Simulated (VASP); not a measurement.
# SnAs (Fm-3m) in VASP: elastic constants with LDA

Aim: the elastic constants of SnAs with LDA.

Program: VASP 6.6.1. These are calculated values, not measurements. Logs are shortened: lines on timing, memory, paths and dates and some standing lists are left out, and cuts for length are marked.

### Step 1. The cell of the first run

The structure is cubic, space group Fm-3m (No. 225). The conventional cell has a = 5.670 Å, b = 5.670 Å, c = 5.670 Å, α = 90.00°, β = 90.00°, γ = 90.00°. Sn (site symmetry m-3m) has 6 As at 2.83 Å within 3.7 Å. Within 3.7 Å of As (site symmetry m-3m) lie 6 Sn at 2.83 Å.

### Step 2. Elastic constants, LDA

INCAR reads:

```
SYSTEM = SnAs
  PREC = Accurate
  ENCUT = 600
  EDIFF = 1E-8
  ISMEAR = -1
  SIGMA = 0.1
  LREAL = .False.
  LASPH = .True.
  NELM = 60
  ALGO = Normal
  ISIF = 3
  LWAVE = .False.
  LCHARG = .False.
  GGA = CA
  IBRION = 6
  NFREE = 2
  POTIM = 0.015
  NSW = 1
```

KPOINTS reads:

```
Automatic mesh
0
Gamma
  12 12 12
  0 0 0
```

POSCAR reads:

```
SnAs
1.0
    0.0000000000      2.8349846010      2.8349846010
    2.8349846010      0.0000000000      2.8349846010
    2.8349846010      2.8349846010      0.0000000000
Sn As
1 1
Direct
    0.0000000000      0.0000000000      0.0000000000
    0.5000000000      0.5000000000      0.5000000000
```

Potentials or basis: VASP PAW LDA potentials, release 64 (Sn_d, As).

The run is started by

```
cat potpaw_LDA.64/Sn_d/POTCAR potpaw_LDA.64/As/POTCAR > POTCAR
mpirun -np 1 vasp_std > vasp.out
```

OUTCAR:

```text
SYSTEM = SnAs
   PREC = Accurate
   ENCUT = 600
   EDIFF = 1E-8
   ISMEAR = -1
   LREAL = .False.
   LASPH = .True.
   NELM = 60
   ISIF = 3
   GGA = CA
   IBRION = 6
   NFREE = 2
   POTIM = 0.015
   NSW = 1

 ion  position               nearest neighbor table
   1  0.000  0.000  0.000-   2 2.83   2 2.83   2 2.83   2 2.83   2 2.83   2 2.83
   2  0.500  0.500  0.500-   1 2.83   1 2.83   1 2.83   1 2.83   1 2.83   1 2.83

  LATTYP: Found a face centered cubic cell.
 ALAT       =     5.6699692020

  Lattice vectors:

 A1 = (   0.0000000000,   2.8349846010,   2.8349846010)
 A2 = (   2.8349846010,   0.0000000000,   2.8349846010)
 A3 = (   2.8349846010,   2.8349846010,   0.0000000000)

Analysis of symmetry for initial positions (statically):
=====================================================================
 Subroutine PRICEL returns:
 Original cell was already a primitive cell.

 Routine SETGRP: Setting up the symmetry group for a
 face centered cubic supercell.

 Subroutine GETGRP returns: Found 48 space group operations
 (whereof 48 operations were pure point group operations)
 out of a pool of 48 trial point group operations.

The static configuration has the point symmetry O_h .

Analysis of symmetry for dynamics (positions and initial velocities):
=====================================================================
 Subroutine PRICEL returns:
 Original cell was already a primitive cell.

 Routine SETGRP: Setting up the symmetry group for a
 face centered cubic supercell.

 Subroutine GETGRP returns: Found 48 space group operations
 (whereof 48 operations were pure point group operations)
 out of a pool of 48 trial point group operations.

The dynamic configuration has the point symmetry O_h .

 Subroutine INISYM returns: Found 48 space group operations
 (whereof 48 operations are pure point group operations),
 and found     1 'primitive' translations

----------------------------------------------------------------------------------------

                                     Primitive cell

  volume of cell :      45.5703

  direct lattice vectors                    reciprocal lattice vectors
     0.000000000  2.834984601  2.834984601    -0.176367801  0.176367801  0.176367801
     2.834984601  0.000000000  2.834984601     0.176367801 -0.176367801  0.176367801
     2.834984601  2.834984601  0.000000000     0.176367801  0.176367801 -0.176367801

  length of vectors
     4.009273672  4.009273672  4.009273672     0.305477992  0.305477992  0.305477992

  position of ions in fractional coordinates (direct lattice)
     0.000000000  0.000000000  0.000000000
     0.500000000  0.500000000  0.500000000

  ion indices of the primitive-cell ions
   primitive index   ion index
                 1           1
                 2           2

----------------------------------------------------------------------------------------

 KPOINTS: Automatic mesh

Automatic generation of k-mesh.
 Grid dimensions read from file:
 generate k-points for:   12   12   12

 Generating k-lattice:

  Cartesian coordinates                     Fractional coordinates (reciprocal lattice)
    -0.014697317  0.014697317  0.014697317     0.083333333  0.000000000  0.000000000
     0.014697317 -0.014697317  0.014697317     0.000000000  0.083333333  0.000000000
     0.014697317  0.014697317 -0.014697317     0.000000000  0.000000000  0.083333333

  Length of vectors
     0.025456499  0.025456499  0.025456499

  Shift w.r.t. Gamma in fractional coordinates (k-lattice)
     0.000000000  0.000000000  0.000000000

 Subroutine IBZKPT returns following result:
 ===========================================

 Found     72 irreducible k-points:

 Following reciprocal coordinates:
            Coordinates               Weight
  0.000000  0.000000  0.000000      1.000000
  0.083333  0.000000  0.000000      8.000000
  0.166667  0.000000  0.000000      8.000000
  0.250000  0.000000  0.000000      8.000000
  0.333333  0.000000  0.000000      8.000000
  0.416667  0.000000  0.000000      8.000000
[... 57 lines left out ...]
     AMIX_MAG =   1.60;   BMIX_MAG =  1.00
  volume/ion in A,a.u.               =      22.79       153.76
  Fermi-wavevector in a.u.,A,eV,Ry     =   1.223016  2.311164 20.351148  1.495767
  Thomas-Fermi vector in A             =   2.358142
   LORBIT       =      0    0 simple, 1 ext, 2 COOP (PROOUT), +10 PAW based schemes
   GGA     = CA    functional components
   LHFCALC =     F    Hartree Fock is set to
   AEXX    =    0.0000 exact exchange contribution
   IVDW    =     0    specifies the selected vdW correction
   LEPSILON=     F    determine dielectric tensor
   LRPA    =     F    only Hartree local field effects (RPA)
 finite differences with symmetry
 non-spin polarized calculation
  energy-cutoff  :      600.00
  volume of cell :       45.57
 maximum number of plane-waves:      1540
   NGX = 17   NGY = 17   NGZ = 17

--------------------------------------- Ionic step        1  -------------------------------------------

 number of electron      19.0000004 magnetization

 Free energy of the ion-electron system (eV)
  ---------------------------------------------------
  ext. energy  EPLUGINS =         0.00000000
  ---------------------------------------------------
  free energy    TOTEN  =       -10.07840033 eV

  energy without entropy =      -10.06162265  energy(sigma->0) =      -10.07001149

------------------------ aborting loop because EDIFF is reached ----------------------------------------

  FORCE on cell =-STRESS in cart. coord.  units (eV):
  Direction    XX          YY          ZZ          XY          YZ          ZX
  --------------------------------------------------------------------------------------
  -------------------------------------------------------------------------------------
  Total        0.0549403      0.0549403      0.0549403      0.0000000      0.0000000      0.0000000
  in kB        1.9316117      1.9316117      1.9316117      0.0000000      0.0000000      0.0000000
  external PRESSURE =       1.9316117 kB  Pullay stress =       0.0000000 kB
[... 89 lines left out ...]
  FREE ENERGIE OF THE ION-ELECTRON SYSTEM (eV)
  ---------------------------------------------------
  free  energy   TOTEN  =       -10.0714909427 eV

  energy  without entropy=      -10.0549932219  energy(sigma->0) =      -10.06324208

[... ionic steps 4 to 14 ...]

--------------------------------------- Ionic step       15  -------------------------------------------

 number of electron      19.0000003 magnetization

------------------------ aborting loop because EDIFF is reached ----------------------------------------
[... 67 lines left out ...]
--------------------------------------- Ionic step       17  -------------------------------------------

 number of electron      19.0000003 magnetization

 Free energy of the ion-electron system (eV)
  ---------------------------------------------------
  ext. energy  EPLUGINS =         0.00000000
  ---------------------------------------------------
  free energy    TOTEN  =       -10.07822020 eV

  energy without entropy =      -10.06144359  energy(sigma->0) =      -10.06983189

 E-fermi :   7.2748     XC(G=0): -10.6652

 val. band max:        7.2541542034   @ k =   0.0833  -0.4167   0.2500
 cond. band min:       7.3834590653   @ k =   0.0000   0.2500   0.1667
 fundamental gap:      0.1293048619
 Fermi energy:         7.2747677773

 k-point     1 :       0.0000    0.0000    0.0000
  band No.  band energies     occupation
      1     -14.2362      2.00000
      2     -14.2362      2.00000
      3     -14.2214      2.00000
      4     -14.2214      2.00000
      5     -14.2214      2.00000
      6      -6.1608      2.00000
      7       4.6664      2.00000
      8       6.1231      1.99998
      9       6.1240      1.99998
     10       6.1240      1.99998
     11      12.7761      0.00000
     12      12.7761      0.00000
     13      12.7832      0.00000
[... 354 lines left out ...]
  band No.  band energies     occupation
      1     -14.2589      2.00000
      2     -14.2469      2.00000
      3     -14.2141      2.00000
      4     -14.2007      2.00000
      5     -14.1959      2.00000
      6      -3.8002      2.00000
      7      -1.0711      2.00000
      8       4.1404      2.00000
      9       5.8166      2.00000
     10       7.0552      1.79979
     11       9.7910      0.00000
     12      10.1565      0.00000
     13      12.6296      0.00000

 [... further k-points ...]

------------------------ aborting loop because EDIFF is reached ----------------------------------------

  FORCE on cell =-STRESS in cart. coord.  units (eV):
  Direction    XX          YY          ZZ          XY          YZ          ZX
  --------------------------------------------------------------------------------------
  -------------------------------------------------------------------------------------
  Total        0.0677551      0.0588528      0.0588528      0.0000000     -0.0000000      0.0000000
  in kB        2.3821582      2.0691662      2.0691662      0.0000000     -0.0000000      0.0000000
  external PRESSURE =       2.1734969 kB  Pullay stress =       0.0000000 kB
[... 17 lines left out ...]
  FREE ENERGIE OF THE ION-ELECTRON SYSTEM (eV)
  ---------------------------------------------------
  free  energy   TOTEN  =       -10.0782201955 eV

  energy  without entropy=      -10.0614435944  energy(sigma->0) =      -10.06983189

 INTERNAL STRAIN TENSORS FROM STRAINED CELLS
 ============================================

 INTERNAL STRAIN TENSOR FOR ION    1 for displacements in x,y,z  (eV/Angst):
          X           Y           Z          XY          YZ          ZX
  --------------------------------------------------------------------------------
  x    -0.00000     0.00000     0.00000     0.00000     0.00000     0.00000
  y     0.00000     0.00000    -0.00000    -0.00000     0.00000     0.00000
  z    -0.00000    -0.00000     0.00000    -0.00000    -0.00000     0.00000

 INTERNAL STRAIN TENSORS FROM DISPLACED ATOMS
 ============================================

 INTERNAL STRAIN TENSOR FOR ION    1 for displacements in x,y,z  (eV/Angst):
          X           Y           Z          XY          YZ          ZX
  --------------------------------------------------------------------------------
  x     0.00000     0.00000     0.00000     0.00000     0.00000     0.00000
  y     0.00000     0.00000     0.00000     0.00000     0.00000     0.00000
  z     0.00000     0.00000     0.00000     0.00000     0.00000     0.00000

 INTERNAL STRAIN TENSOR FOR ION    2 for displacements in x,y,z  (eV/Angst):
          X           Y           Z          XY          YZ          ZX
  --------------------------------------------------------------------------------
  x     0.00000     0.00000     0.00000     0.00000     0.00000     0.00000
  y     0.00000     0.00000     0.00000     0.00000     0.00000     0.00000
  z     0.00000     0.00000     0.00000     0.00000     0.00000     0.00000

 Eigenvectors and eigenvalues of the dynamical matrix
 ----------------------------------------------------

   1 f  =    2.922658 THz    18.363604 2PiTHz   97.489389 cm-1    12.087138 meV
             X         Y         Z           dx          dy          dz
      0.000000  0.000000  0.000000     0.623222   -0.000000   -0.000000
      2.834985  2.834985  2.834985    -0.782045    0.000000    0.000000
[... 21 lines left out ...]
   6 f/i=    0.004427 THz     0.027818 2PiTHz    0.147679 cm-1     0.018310 meV
             X         Y         Z           dx          dy          dz
      0.000000  0.000000  0.000000     0.583766    0.270720   -0.444434
      2.834985  2.834985  2.834985     0.465211    0.215741   -0.354176

--------------------------------------------------------------------------------------------------------

 ELASTIC MODULI CONTR FROM IONIC RELAXATION (kBar)
 Direction    XX          YY          ZZ          XY          YZ          ZX
 --------------------------------------------------------------------------------
 XX           0.0000      0.0000      0.0000      0.0000      0.0000      0.0000
 YY           0.0000      0.0000      0.0000      0.0000      0.0000      0.0000
 ZZ           0.0000      0.0000      0.0000      0.0000      0.0000      0.0000
 XY           0.0000      0.0000      0.0000      0.0000      0.0000      0.0000
 YZ           0.0000      0.0000      0.0000      0.0000      0.0000      0.0000
 ZX           0.0000      0.0000      0.0000      0.0000      0.0000      0.0000
 --------------------------------------------------------------------------------

 TOTAL ELASTIC MODULI (kBar)
 Direction    XX          YY          ZZ          XY          YZ          ZX
 --------------------------------------------------------------------------------
 XX        1767.7930    293.3432    293.3432      0.0000     -0.0000      0.0000
 YY         293.3432   1767.7930    293.3432     -0.0000     -0.0000      0.0000
 ZZ         293.3432    293.3432   1767.7930     -0.0000     -0.0000      0.0000
 XY           0.0000     -0.0000     -0.0000    337.4391     -0.0000      0.0000
 YZ          -0.0000     -0.0000     -0.0000     -0.0000    337.4391      0.0000
 ZX           0.0000      0.0000      0.0000      0.0000      0.0000    337.4391
 --------------------------------------------------------------------------------
```

Run time: 43 min. Hardware: 1 thread of Intel Xeon 8259CL, shared host; peak memory 0.68 GiB.

Results:

```yaml
Elastic_constants_C11_C12_C44: 177, 29, 34 GPa
Voigt_bulk_modulus: 78 GPa
Highest_phonon_frequency_at_Γ: 97 cm⁻¹
```

Phonon frequencies in cm⁻¹ (negative: imaginary):
```
              q point     frequencies
(0.000, 0.000, 0.000)  0 0 0 97 97 97
```

Elastic tensor in Voigt notation (GPa, in the Cartesian axes of the cell as first typed):
```
177  29  29   0   0   0
 29 177  29   0   0   0
 29  29 177   0   0   0
  0   0   0  34   0   0
  0   0   0   0  34   0
  0   0   0   0   0  34
```

Clamped-ion elastic tensor (GPa):
```
177  29  29   0   0   0
 29 177  29   0   0   0
 29  29 177   0   0   0
  0   0   0  34   0   0
  0   0   0   0  34   0
  0   0   0   0   0  34
```

Caveat: spin-orbit coupling is left out, which moves the levels of the heavy elements.
